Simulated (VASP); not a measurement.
# BN (I-4m2) in VASP: further runs

Runs on BN. Level: r2SCAN. Tasks: single point.

Everything below comes from runs of VASP 6.6.1. Logs are shortened: lines on timing, memory, paths and dates and some standing lists are left out, and cuts for length are marked.

### 1 The cell of the first run

The structure is tetragonal, space group I-4m2 (No. 119). Conventional cell: a = 2.511 Å, b = 2.511 Å, c = 3.729 Å, α = 90.00°, β = 90.00°, γ = 90.00°. B (site symmetry -4m2) has 4 N at 1.56 Å within 2.1 Å. Within 2.1 Å of N (site symmetry -4m2) lie 4 B at 1.56 Å.

### 2 Single point, r2SCAN

The input, POSCAR:

```
BN
1.0
    0.0000000000      1.7756987652      1.8644837035
    1.7756987652      0.0000000000      1.8644837035
    1.7756987652      1.7756987652      0.0000000000
B N
1 1
Direct
    0.0000000000      0.0000000000      0.0000000000
    0.7500000000      0.7500000000      0.7500000000
```

The input, INCAR.step1:

```
PREC = Accurate
ENCUT = 1460
ISMEAR = 0
SIGMA = 0.05
LREAL = False
LASPH = True
NELM = 120
NBANDS = 11
GGA = PE
ALGO = Normal
EDIFF = 1E-5
LWAVE = True
LCHARG = False
GGA_COMPAT = False
```

The input, INCAR.step2:

```
PREC = Accurate
ENCUT = 1460
EDIFF = 1E-6
ISMEAR = 0
SIGMA = 0.05
LREAL = False
LASPH = True
NELM = 120
ALGO = Normal
ISIF = 2
LWAVE = False
LCHARG = True
METAGGA = R2SCAN
LMIXTAU = True
LELF = True
LVHAR = True
NBANDS = 11
ISTART = 1
GGA_COMPAT = False
```

The input, KPOINTS:

```
Automatic mesh
0
Gamma
  12 12 12
```

Potentials or basis: VASP PAW PBE potentials, release 64 (B_h, N_h).

Command:

```sh
cat potpaw_PBE.64/B_h/POTCAR potpaw_PBE.64/N_h/POTCAR > POTCAR
cp INCAR.step1 INCAR
mpirun -np 1 vasp_std > vasp.out
cp INCAR.step2 INCAR
mpirun -np 1 vasp_std > vasp.out
```

OUTCAR:

```text
PREC = Accurate
   ENCUT = 1460
   EDIFF = 1E-6
   ISMEAR = 0
   LREAL = False
   LASPH = True
   NELM = 120
   ISIF = 2
   METAGGA = R2SCAN
   ISTART = 1

 ion  position               nearest neighbor table
   1  0.000  0.000  0.000-
   2  0.750  0.750  0.750-

  LATTYP: Found a body centered tetragonal cell.
 ALAT       =     2.5112172764
 C/A-ratio  =     1.4849242405

  Lattice vectors:

 A1 = (  -1.7756987652,   0.0000000000,   1.8644837035)
 A2 = (   1.7756987652,   0.0000000000,   1.8644837035)
 A3 = (   0.0000000000,   1.7756987652,  -1.8644837035)

Analysis of symmetry for initial positions (statically):
=====================================================================
 Subroutine PRICEL returns:
 Original cell was already a primitive cell.

 Routine SETGRP: Setting up the symmetry group for a
 body centered tetragonal supercell.

 Subroutine GETGRP returns: Found  8 space group operations
 (whereof  8 operations were pure point group operations)
 out of a pool of 16 trial point group operations.

The static configuration has the point symmetry D_2d.

Analysis of symmetry for dynamics (positions and initial velocities):
=====================================================================
 Subroutine PRICEL returns:
 Original cell was already a primitive cell.

 Routine SETGRP: Setting up the symmetry group for a
 body centered tetragonal supercell.

 Subroutine GETGRP returns: Found  8 space group operations
 (whereof  8 operations were pure point group operations)
 out of a pool of 16 trial point group operations.

The dynamic configuration has the point symmetry D_2d.

 Subroutine INISYM returns: Found  8 space group operations
 (whereof  8 operations are pure point group operations),
 and found     1 'primitive' translations

----------------------------------------------------------------------------------------

                                     Primitive cell

  volume of cell :      11.7578

  direct lattice vectors                    reciprocal lattice vectors
     0.000000000  1.775698765  1.864483703    -0.281579291  0.281579291  0.268170754
     1.775698765  0.000000000  1.864483703     0.281579291 -0.281579291  0.268170754
     1.775698765  1.775698765  0.000000000     0.281579291  0.281579291 -0.268170754

  length of vectors
     2.574763210  2.574763210  2.511217276     0.480093062  0.480093062  0.480093062

  position of ions in fractional coordinates (direct lattice)
     0.000000000  0.000000000  0.000000000
     0.750000000  0.750000000  0.750000000

  ion indices of the primitive-cell ions
   primitive index   ion index
                 1           1
                 2           2

----------------------------------------------------------------------------------------

 KPOINTS: Automatic mesh

Automatic generation of k-mesh.
 Grid dimensions read from file:
 generate k-points for:   12   12   12

 Generating k-lattice:

  Cartesian coordinates                     Fractional coordinates (reciprocal lattice)
    -0.023464941  0.023464941  0.022347563     0.083333333  0.000000000  0.000000000
     0.023464941 -0.023464941  0.022347563     0.000000000  0.083333333  0.000000000
     0.023464941  0.023464941 -0.022347563    -0.000000000 -0.000000000  0.083333333

  Length of vectors
     0.040007755  0.040007755  0.040007755

  Shift w.r.t. Gamma in fractional coordinates (k-lattice)
     0.000000000  0.000000000  0.000000000

 Subroutine IBZKPT returns following result:
 ===========================================

 Found    163 irreducible k-points:

 Following reciprocal coordinates:
            Coordinates               Weight
  0.000000  0.000000  0.000000      1.000000
  0.083333 -0.000000  0.000000      8.000000
  0.166667  0.000000  0.000000      8.000000
  0.250000  0.000000  0.000000      8.000000
  0.333333 -0.000000  0.000000      8.000000
  0.416667  0.000000  0.000000      8.000000
[... 16 lines left out ...]
  0.500000  0.166667  0.000000      8.000000
 -0.416667  0.166667  0.000000      8.000000
 [... further k-points ...]
   k-points           NKPTS =    163   k-points in BZ     NKDIM =    163   number of bands    NBANDS=     11
   number of dos      NEDOS =    301   number of ions     NIONS =      2
   total plane-waves  NPLWV =  32768
   dimension x,y,z NGX =    32 NGY =   32 NGZ =   32
   dimension x,y,z NGXF=    64 NGYF=   64 NGZF=   64
   ions per type =               1   1
   NGX,Y,Z   is equivalent  to a cutoff of  20.66, 20.66, 21.18 a.u.
   NGXF,Y,Z  is equivalent  to a cutoff of  41.32, 41.32, 42.37 a.u.
 SYSTEM =  unknown system
   PREC   = accura    normal or accurate (medium, high low for compatibility)
   ISTART =      1    job   : 0-new  1-cont  2-samecut
   ICHARG =      0    charge: 1-file 2-atom 10-const
   ISPIN  =      1    spin polarized calculation?
   LNONCOLLINEAR =      F non collinear calculations
   LSORBIT =      F    spin-orbit coupling
   LASPH  =      T    aspherical Exc in radial PAW
   ENCUT  = 1460.0 eV 107.31 Ry   10.36 a.u.   8.02  8.02  7.82*2*pi/ulx,y,z
   NELM   =    120;   NELMIN=  2; NELMDL=  0     # of ELM steps
   EDIFF  = 0.1E-05   stopping-criterion for ELM
   LREAL  =      F    real-space projection
   EDIFFG = 0.1E-04   stopping-criterion for IOM
   NSW    =      0    number of steps for IOM
   IBRION =     -1    ionic relax: 0-MD 1-quasi-New 2-CG
   NFREE  =      0    steps in history (QN), initial steepest desc. (CG)
   ISIF   =      2    stress and relaxation
   ISYM   =      2    0-nonsym 1-usesym 2-fastsym
   POTIM  = 0.5000    time-step for ionic-motion
   TEBEG  =    0.0;   TEEND  =   0.0 temperature during run
   PSTRESS=    0.0 pullay stress
   NELECT =       8.0000    total number of electrons
   NUPDOWN=      -1.0000    fix difference up-down
   EMIN   =  10.00;   EMAX   =-10.00  energy-range for DOS
   EFERMI =   0.00;   METHOD = LEGACY
   ISMEAR =     0;   SIGMA  =   0.05  broadening in eV -4-tet -1-fermi 0-gaus
   EFERMI_NEDOS =   21; number of points for ismear=-14 and -15
   IALGO  =     38    algorithm
   IMIX   =      4    mixing-type and parameters
     AMIX     =   0.40;   BMIX     =  1.00
     AMIX_MAG =   1.60;   BMIX_MAG =  1.00
  volume/ion in A,a.u.               =       5.88        39.67
  Fermi-wavevector in a.u.,A,eV,Ry     =   1.439889  2.720996 28.208703  2.073281
  Thomas-Fermi vector in A             =   2.558695
   LORBIT       =      0    0 simple, 1 ext, 2 COOP (PROOUT), +10 PAW based schemes
   METAGGA = R2SCAN    functional components
   LHFCALC =     F    Hartree Fock is set to
   AEXX    =    0.0000 exact exchange contribution
   IVDW    =     0    specifies the selected vdW correction
   LEPSILON=     F    determine dielectric tensor
   LRPA    =     F    only Hartree local field effects (RPA)
 non-spin polarized calculation
 Gauss-broadening in eV      SIGMA  =   0.05
  energy-cutoff  :     1460.00
  volume of cell :       11.76
 maximum number of plane-waves:      1507
   NGX = 17   NGY = 17   NGZ = 15

 number of electron       8.0000000 magnetization

 Free energy of the ion-electron system (eV)
  ---------------------------------------------------
  ext. energy  EPLUGINS =         0.00000000
  ---------------------------------------------------
  free energy    TOTEN  =       -19.16440282 eV

  energy without entropy =      -19.16440282  energy(sigma->0) =      -19.16440282

 E-fermi :   9.4051     XC(G=0): -13.7823

 val. band max:        9.1687809102   @ k =   0.0000   0.0000   0.0000
 cond. band min:      13.7135202670   @ k =   0.5000   0.0000   0.5000
 fundamental gap:      4.5447393568
 Fermi energy:         9.4051284836

 k-point     1 :       0.0000    0.0000    0.0000
  band No.  band energies     occupation
      1     -12.3429      2.00000
      2       8.6342      2.00000
      3       9.1688      2.00000
      4       9.1688      2.00000
      5      18.4655      0.00000
      6      18.4655      0.00000
      7      18.8233      0.00000
      8      20.1100      0.00000
      9      35.2381      0.00000
     10      36.1800      0.00000
     11      37.2469      0.00000

 k-point     2 :       0.0833   -0.0000    0.0000
  band No.  band energies     occupation
      1     -12.1671      2.00000
      2       7.9616      2.00000
      3       8.6859      2.00000
      4       9.0024      2.00000
      5      18.6035      0.00000
      6      18.7604      0.00000
      7      19.1694      0.00000
      8      20.7055      0.00000
      9      34.3293      0.00000
     10      35.1420      0.00000
     11      36.6203      0.00000

 k-point     3 :       0.1667    0.0000    0.0000
  band No.  band energies     occupation
      1     -11.6467      2.00000
      2       5.8354      2.00000
      3       8.1168      2.00000
      4       8.5968      2.00000
      5      18.8459      0.00000
      6      19.4695      0.00000
      7      19.8251      0.00000
      8      22.1422      0.00000
      9      33.0530      0.00000
     10      34.6780      0.00000
     11      34.7744      0.00000

 k-point     4 :       0.2500    0.0000    0.0000
  band No.  band energies     occupation
      1     -10.8081      2.00000
      2       3.2680      2.00000
      3       7.5214      2.00000
      4       8.1282      2.00000
      5      19.0298      0.00000
      6      20.2015      0.00000
      7      20.4265      0.00000
      8      23.6077      0.00000
      9      32.8989      0.00000
     10      34.0949      0.00000
     11      34.2695      0.00000
[... 239 lines left out ...]
 k-point    22 :       0.4167    0.1667    0.0000
  band No.  band energies     occupation
      1      -8.9260      2.00000
      2       0.5694      2.00000
      3       5.3040      2.00000
      4       6.3217      2.00000
      5      18.6644      0.00000
      6      21.8713      0.00000
      7      23.0005      0.00000
      8      24.2132      0.00000
      9      30.4802      0.00000
     10      36.3256      0.00000
     11      38.9252      0.00000

 k-point    23 :       0.5000    0.1667    0.0000
  band No.  band energies     occupation
      1      -7.9205      2.00000
      2      -1.0616      2.00000
      3       4.6509      2.00000
      4       6.4257      2.00000
      5      19.0596      0.00000
      6      21.7860      0.00000
      7      22.7651      0.00000
      8      25.5048      0.00000
      9      31.2175      0.00000
     10      36.6460      0.00000
     11      38.0894      0.00000

 k-point    24 :      -0.4167    0.1667    0.0000
  band No.  band energies     occupation
      1      -7.6408      2.00000
      2      -1.4584      2.00000
      3       4.2501      2.00000
      4       6.7664      2.00000
      5      19.5845      0.00000
      6      21.6413      0.00000
      7      22.3146      0.00000
      8      25.8020      0.00000
      9      31.8664      0.00000
     10      35.6929      0.00000
     11      37.1831      0.00000

 [... further k-points ...]

------------------------ aborting loop because EDIFF is reached ----------------------------------------

  FORCE on cell =-STRESS in cart. coord.  units (eV):
  Direction    XX          YY          ZZ          XY          YZ          ZX
  --------------------------------------------------------------------------------------
  -------------------------------------------------------------------------------------
  Total        0.7981360      0.7981360     -1.6903285      0.0000000     -0.0000000      0.0000000
  in kB      108.7577703    108.7577703   -230.3321365      0.0000000     -0.0000000      0.0000000
  external PRESSURE =      -4.2721986 kB  Pullay stress =       0.0000000 kB

 VOLUME and BASIS-vectors are now :
 -----------------------------------------------------------------------------
  energy-cutoff  :     1460.00
  volume of cell :       11.76
      direct lattice vectors                 reciprocal lattice vectors
     0.000000000  1.775698765  1.864483703    -0.281579291  0.281579291  0.268170754
     1.775698765  0.000000000  1.864483703     0.281579291 -0.281579291  0.268170754
     1.775698765  1.775698765  0.000000000     0.281579291  0.281579291 -0.268170754

 POSITION                                       TOTAL-FORCE (eV/Angst)
 -----------------------------------------------------------------------------------
      0.00000      0.00000      0.00000        -0.000000     -0.000000     -0.000000
      2.66355      2.66355      2.79673         0.000000      0.000000      0.000000
 -----------------------------------------------------------------------------------
    total drift:                                0.000000      0.000000      0.000000

  FREE ENERGIE OF THE ION-ELECTRON SYSTEM (eV)
  ---------------------------------------------------
  free  energy   TOTEN  =       -19.1644028236 eV

  energy  without entropy=      -19.1644028236  energy(sigma->0) =      -19.16440282
```

Wall time 3.5 min (1 thread of Intel Xeon Platinum 8259CL at 2.50GHz (Skylake/Cascade Lake), shared host); peak memory 0.24 GiB.

Results:

```
Free energy            : -19.1644 eV
Pressure               : -0.4 GPa
Band gap on the k mesh : 4.54 eV (least direct gap 9.30 eV)
```

Caveat: the stress differs along the axes, from -23 to 11 GPa; the PAW data sets were made with another functional, which shifts forces and pressure a little. A k mesh can miss the band edges.

### 3 Single point, r2SCAN

The input, POSCAR:

```
BN
1.0
    0.0000000000      1.7483759774      1.9232135751
    1.7483759774      0.0000000000      1.9232135751
    1.7483759774      1.7483759774      0.0000000000
B N
1 1
Direct
    0.0000000000      0.0000000000      0.0000000000
    0.7500000000      0.7500000000      0.7500000000
```

The input, INCAR.step1:

```
SYSTEM = BN
ALGO = Normal ; EDIFF = 1E-5
ENCUT = 1460 ; GGA = PE
GGA_COMPAT = .FALSE. ; ISMEAR = 0
LASPH = .TRUE. ; LCHARG = .FALSE.
LREAL = .FALSE. ; LWAVE = .TRUE.
NBANDS = 11 ; NELM = 120
PREC = Accurate ; SIGMA = 0.05
```

The input, INCAR.step2:

```
SYSTEM = BN
ALGO = Normal ; EDIFF = 1E-6
ENCUT = 1460 ; GGA_COMPAT = .FALSE.
ISIF = 2 ; ISMEAR = 0
ISTART = 1 ; LASPH = .TRUE.
LCHARG = .TRUE. ; LELF = .TRUE.
LMIXTAU = .TRUE. ; LREAL = .FALSE.
LVHAR = .TRUE. ; LWAVE = .FALSE.
METAGGA = R2SCAN ; NBANDS = 11
NELM = 120 ; PREC = Accurate
SIGMA = 0.05
```

The input, KPOINTS:

```
k-points
0
G
  12 12 12
  0 0 0
```

Potentials or basis: VASP PAW PBE potentials, release 64 (B_h, N_h).

Command:

```sh
cat potpaw_PBE.64/B_h/POTCAR potpaw_PBE.64/N_h/POTCAR > POTCAR
cp INCAR.step1 INCAR
mpirun -np 1 vasp_std > vasp.out
cp INCAR.step2 INCAR
mpirun -np 1 vasp_std > vasp.out
```

It took 2.7 min on 1 thread of Intel Xeon Platinum 8259CL at 2.50GHz (Skylake/Cascade Lake), shared host; peak memory 0.24 GiB.

The run converged. Its results:

```yaml
Free_energy: -19.0465 eV
Pressure: -0.4 GPa
Band_gap_on_the_k_mesh: 4.11 eV (least direct gap 8.99 eV)
```

Stress tensor (GPa, compression positive):
```
 23.09   0.00   0.00
  0.00  23.09   0.00
  0.00   0.00 -47.26
```

Levels at points of the mesh, in eV from the valence-band top:
```
           k point  band 1  band 2  band 3  band 4  band 5  band 6  band 7  band 8  band 9
(0.00, 0.00, 0.00)  -21.71   -1.13    0.00    0.00    9.05    9.05    9.75   10.67   25.09
(0.50, 0.00, 0.00)  -17.36  -11.47   -3.19   -1.56    8.75   11.69   12.32   16.13   24.32
(0.50, 0.50, 0.00)  -16.69  -10.63   -4.53   -4.53    5.86   11.03   18.71   18.71   20.49
(0.50, 0.00, 0.50)  -15.56   -9.23   -5.88   -5.84    4.11    8.75   17.90   19.39   22.31
```

Caveat: the stress differs along the axes, from -47 to 23 GPa; the PAW data sets were made with another functional, which shifts forces and pressure a little.
